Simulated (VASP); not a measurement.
# AlN (P6_3mc) in VASP: further runs, part 2 of 2

VASP 6.6.1. The steps go on from the part before.

### Step 5. Single point, PBE

This run uses another cell than the first one, of 10.18 Å³/atom, 1.020 times its volume.

The input, INCAR:

```
SYSTEM = AlN
  PREC = Accurate
  ENCUT = 520
  EDIFF = 1E-7
  ISMEAR = 0
  SIGMA = 0.05
  LREAL = .FALSE.
  LASPH = .TRUE.
  NELM = 80
  ALGO = Normal
  ISIF = 2
  LWAVE = .FALSE.
  LCHARG = .FALSE.
  GGA = PE
  NBANDS = 16
```

The input, KPOINTS:

```
regular mesh
0
G
  9 9 6
  0 0 0
```

The input, POSCAR:

```
AlN
1.0
    3.1925000000      0.0000000000      0.0000000000
   -1.5962500000      2.7647861016      0.0000000000
    0.0000000000      0.0000000000      4.6156000000
Al N
2 2
Direct
    0.3333333333      0.6666666667     -0.0117360220
    0.6666666667      0.3333333333      0.4882639780
    0.3333333333      0.6666666667      0.3967360220
    0.6666666667      0.3333333333      0.8967360220
```

Potentials or basis: VASP PAW PBE potentials, release 64 (Al, N).

Command:

```bash
$ cat potpaw_PBE.64/Al/POTCAR potpaw_PBE.64/N/POTCAR > POTCAR
$ mpirun -np 1 vasp_std > vasp.out
```

OUTCAR:

```text
SYSTEM = AlN
   PREC = Accurate
   ENCUT = 520
   EDIFF = 1E-7
   ISMEAR = 0
   LREAL = .FALSE.
   LASPH = .TRUE.
   NELM = 80
   ISIF = 2
   GGA = PE

 ion  position               nearest neighbor table
   1  0.333  0.667  0.988-   3 1.89   4 1.89   4 1.89   4 1.89   2 2.95   2 2.95   2 2.95   2 2.95
                             2 2.95   2 2.95
   2  0.667  0.333  0.488-   4 1.89   3 1.89   3 1.89   3 1.89   1 2.95   1 2.95   1 2.95   1 2.95
                             1 2.95   1 2.95
   3  0.333  0.667  0.397-   1 1.89   2 1.89   2 1.89   2 1.89
   4  0.667  0.333  0.897-   2 1.89   1 1.89   1 1.89   1 1.89

  LATTYP: Found a hexagonal cell.
 ALAT       =     3.1925000000
 C/A-ratio  =     1.4457635082

  Lattice vectors:

 A1 = (   3.1925000000,   0.0000000000,   0.0000000000)
 A2 = (  -1.5962500000,   2.7647861016,   0.0000000000)
 A3 = (   0.0000000000,   0.0000000000,   4.6156000000)

Analysis of symmetry for initial positions (statically):
=====================================================================
 Subroutine PRICEL returns:
 Original cell was already a primitive cell.

 Routine SETGRP: Setting up the symmetry group for a
 hexagonal supercell.

 Subroutine GETGRP returns: Found 12 space group operations
 (whereof  6 operations were pure point group operations)
 out of a pool of 24 trial point group operations.

The static configuration has the point symmetry C_3v.
 The point group associated with its full space group is C_6v.

Analysis of symmetry for dynamics (positions and initial velocities):
=====================================================================
 Subroutine PRICEL returns:
 Original cell was already a primitive cell.

 Routine SETGRP: Setting up the symmetry group for a
 hexagonal supercell.

 Subroutine GETGRP returns: Found 12 space group operations
 (whereof  6 operations were pure point group operations)
 out of a pool of 24 trial point group operations.

The dynamic configuration has the point symmetry C_3v.
 The point group associated with its full space group is C_6v.

 Subroutine INISYM returns: Found 12 space group operations
 (whereof  6 operations are pure point group operations),
 and found     1 'primitive' translations

----------------------------------------------------------------------------------------

                                     Primitive cell

  volume of cell :      40.7400

  direct lattice vectors                    reciprocal lattice vectors
     3.192500000  0.000000000  0.000000000     0.313234143  0.180845817  0.000000000
    -1.596250000  2.764786102  0.000000000     0.000000000  0.361691633  0.000000000
     0.000000000  0.000000000  4.615600000     0.000000000  0.000000000  0.216656556

  length of vectors
     3.192500000  3.192500000  4.615600000     0.361691633  0.361691633  0.216656556

  position of ions in fractional coordinates (direct lattice)
     0.333333333  0.666666667  0.988263978
     0.666666667  0.333333333  0.488263978
     0.333333333  0.666666667  0.396736022
     0.666666667  0.333333333  0.896736022

  ion indices of the primitive-cell ions
   primitive index   ion index
                 1           1
                 2           2
                 3           3
                 4           4

----------------------------------------------------------------------------------------

[... 23 lines left out ...]

 Following reciprocal coordinates:
            Coordinates               Weight
  0.000000  0.000000  0.000000      1.000000
  0.111111  0.000000  0.000000      6.000000
  0.222222  0.000000  0.000000      6.000000
  0.333333 -0.000000  0.000000      6.000000
  0.444444  0.000000  0.000000      6.000000
  0.111111  0.111111  0.000000      6.000000
[... 16 lines left out ...]
  0.333333  0.222222  0.166667     24.000000
  0.333333  0.333333  0.166667      4.000000
 [... further k-points ...]
   k-points           NKPTS =     48   k-points in BZ     NKDIM =     48   number of bands    NBANDS=     16
   number of dos      NEDOS =    301   number of ions     NIONS =      4
   total plane-waves  NPLWV =  20736
   dimension x,y,z NGX =    24 NGY =   24 NGZ =   36
   dimension x,y,z NGXF=    48 NGYF=   48 NGZF=   72
   ions per type =               2   2
   NGX,Y,Z   is equivalent  to a cutoff of  12.50, 12.50, 12.97 a.u.
   NGXF,Y,Z  is equivalent  to a cutoff of  25.00, 25.00, 25.93 a.u.
 SYSTEM =  AlN
   PREC   = accura    normal or accurate (medium, high low for compatibility)
   ISTART =      0    job   : 0-new  1-cont  2-samecut
   ICHARG =      2    charge: 1-file 2-atom 10-const
   ISPIN  =      1    spin polarized calculation?
   LNONCOLLINEAR =      F non collinear calculations
   LSORBIT =      F    spin-orbit coupling
   LASPH  =      T    aspherical Exc in radial PAW
   ENCUT  =  520.0 eV  38.22 Ry    6.18 a.u.   5.94  5.94  8.58*2*pi/ulx,y,z
   NELM   =     80;   NELMIN=  2; NELMDL= -5     # of ELM steps
   EDIFF  = 0.1E-06   stopping-criterion for ELM
   LREAL  =      F    real-space projection
   EDIFFG = 0.1E-05   stopping-criterion for IOM
   NSW    =      0    number of steps for IOM
   IBRION =     -1    ionic relax: 0-MD 1-quasi-New 2-CG
   NFREE  =      0    steps in history (QN), initial steepest desc. (CG)
   ISIF   =      2    stress and relaxation
   ISYM   =      2    0-nonsym 1-usesym 2-fastsym
   POTIM  = 0.5000    time-step for ionic-motion
   TEBEG  =    0.0;   TEEND  =   0.0 temperature during run
   PSTRESS=    0.0 pullay stress
   NELECT =      16.0000    total number of electrons
   NUPDOWN=      -1.0000    fix difference up-down
   EMIN   =  10.00;   EMAX   =-10.00  energy-range for DOS
   EFERMI =   0.00;   METHOD = LEGACY
   ISMEAR =     0;   SIGMA  =   0.05  broadening in eV -4-tet -1-fermi 0-gaus
   EFERMI_NEDOS =   21; number of points for ismear=-14 and -15
   IALGO  =     38    algorithm
   IMIX   =      4    mixing-type and parameters
     AMIX     =   0.40;   BMIX     =  1.00
     AMIX_MAG =   1.60;   BMIX_MAG =  1.00
  volume/ion in A,a.u.               =      10.18        68.73
  Fermi-wavevector in a.u.,A,eV,Ry     =   1.198877  2.265549 19.555736  1.437306
  Thomas-Fermi vector in A             =   2.334754
   LORBIT       =      0    0 simple, 1 ext, 2 COOP (PROOUT), +10 PAW based schemes
   GGA     = PE    functional components
   LHFCALC =     F    Hartree Fock is set to
   AEXX    =    0.0000 exact exchange contribution
   IVDW    =     0    specifies the selected vdW correction
   LEPSILON=     F    determine dielectric tensor
   LRPA    =     F    only Hartree local field effects (RPA)
 non-spin polarized calculation
 Gauss-broadening in eV      SIGMA  =   0.05
  energy-cutoff  :      520.00
  volume of cell :       40.74
 maximum number of plane-waves:      1114
 NGX is ok and might be reduce to    24
   NGX = 11   NGY = 11   NGZ = 17

 number of electron      16.0000003 magnetization

 Free energy of the ion-electron system (eV)
  ---------------------------------------------------
  ext. energy  EPLUGINS =         0.00000000
  ---------------------------------------------------
  free energy    TOTEN  =       -29.55488945 eV

  energy without entropy =      -29.55488945  energy(sigma->0) =      -29.55488945

 E-fermi :   7.3585     XC(G=0): -11.0255

 val. band max:        7.0791272404   @ k =   0.0000   0.0000   0.0000
 cond. band min:      10.8170313266   @ k =   0.0000   0.0000   0.0000
 fundamental gap:      3.7379040862
 Fermi energy:         7.3584864631

 k-point     1 :       0.0000    0.0000    0.0000
  band No.  band energies     occupation
      1      -8.9361      2.00000
      2      -6.2260      2.00000
      3       0.6682      2.00000
      4       5.0180      2.00000
      5       5.0180      2.00000
      6       6.0212      2.00000
[... 433 lines left out ...]
      3       1.4421      2.00000
      4       2.1358      2.00000
      5       2.1358      2.00000
      6       3.9936      2.00000
[... 8 lines left out ...]
     15      19.1170      0.00000
     16      21.1190      0.00000

 [... further k-points ...]
[... 5 lines left out ...]
  --------------------------------------------------------------------------------------
  -------------------------------------------------------------------------------------
  Total        0.1110163      0.1110163      4.4426618      0.0000000      0.0000000      0.0000000
  in kB        4.3659303      4.3659303    174.7162217      0.0000000      0.0000000      0.0000000
  external PRESSURE =      61.1493608 kB  Pullay stress =       0.0000000 kB

 VOLUME and BASIS-vectors are now :
 -----------------------------------------------------------------------------
  energy-cutoff  :      520.00
  volume of cell :       40.74
      direct lattice vectors                 reciprocal lattice vectors
     3.192500000  0.000000000  0.000000000     0.313234143  0.180845817  0.000000000
    -1.596250000  2.764786102  0.000000000     0.000000000  0.361691633  0.000000000
     0.000000000  0.000000000  4.615600000     0.000000000  0.000000000  0.216656556

 POSITION                                       TOTAL-FORCE (eV/Angst)
 -----------------------------------------------------------------------------------
     -0.00000      1.84319      4.56143        -0.000000      0.000000     -0.005046
      1.59625      0.92160      2.25363         0.000000      0.000000     -0.005046
     -0.00000      1.84319      1.83117        -0.000000      0.000000      0.005046
      1.59625      0.92160      4.13897        -0.000000     -0.000000      0.005046
 -----------------------------------------------------------------------------------
    total drift:                               -0.000000      0.000000      0.000735

  FREE ENERGIE OF THE ION-ELECTRON SYSTEM (eV)
  ---------------------------------------------------
  free  energy   TOTEN  =       -29.5548894472 eV

  energy  without entropy=      -29.5548894472  energy(sigma->0) =      -29.55488945
```

Wall time 16 s (1 thread of AMD EPYC 9R45 (Zen 5), shared host); peak memory 0.13 GiB.

What came out:

```
Free energy            : -29.5549 eV
Pressure               : 6.1 GPa
Largest force          : 0.005 eV/Å
Band gap on the k mesh : 3.74 eV, direct
```

Forces on the atoms (eV/Å):
```
Al   0.000  0.000 -0.005
Al   0.000  0.000 -0.005
N    0.000  0.000  0.005
N    0.000  0.000  0.005
```

### Step 6. Overview

```tsv
cell	gap on the mesh (eV)	pressure (GPa)	largest force (eV/Å)
a = 3.161, b = 3.161, c = 4.616 Å, angles 90.0, 90.0, 120.0°, 4 atoms	3.96	11.0	-
a = 3.130, b = 3.130, c = 4.816 Å, angles 90.0, 90.0, 120.0°, 4 atoms	4.15	7.7	-
a = 3.067, b = 3.067, c = 5.017 Å, angles 90.0, 90.0, 120.0°, 4 atoms	4.50	8.5	0.01
a = 3.192, b = 3.193, c = 4.616 Å, angles 90.0, 90.0, 120.0°, 4 atoms	3.74	6.1	0.01
```

Alike in all rows: task single point; level PBE; potentials or basis VASP PAW PBE potentials, release 64 (Al, N); no spin polarisation; k mesh 9 × 9 × 6; cutoff (eV) 520; smearing gaussian 0.05 eV.

Absolute energies hang on the potentials; compare differences alone.
